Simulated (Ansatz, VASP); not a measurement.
## Tl: VASP beside Ansatz

```
Tl
1.0
     0.00000    3.38059    3.38059
     3.38059    0.00000    3.38059
     3.38059    3.38059    0.00000
Tl
2
Direct
  0.87500 0.87500 0.87500
  0.12500 0.12500 0.12500
```

Change from the starting cell: volume scaled by 0.95, LAPW.

Alike in both runs: task single point; functional PBEsol; k mesh 10 × 10 × 10; occupations fermi-dirac, width 0.1 eV; no spin polarisation.

|  | VASP | Ansatz |
| --- | --- | --- |
| version | VASP 6.6.1 | Ansatz 0.2.0 |
| potentials or method | VASP PAW PBE potentials, release 64 (Tl_d), cutoff 520 eV | all-electron LAPW, scalar-relativistic |

Ansatz gave:

* pressure (GPa): 1.2

Task: Which values does VASP return?

Result: Pressure (GPa): 1.1.

VASP's potentials were made for PBE, not for PBEsol. Ansatz ran all-electron here, and VASP with PAW potentials.

Spin-orbit coupling is off throughout.
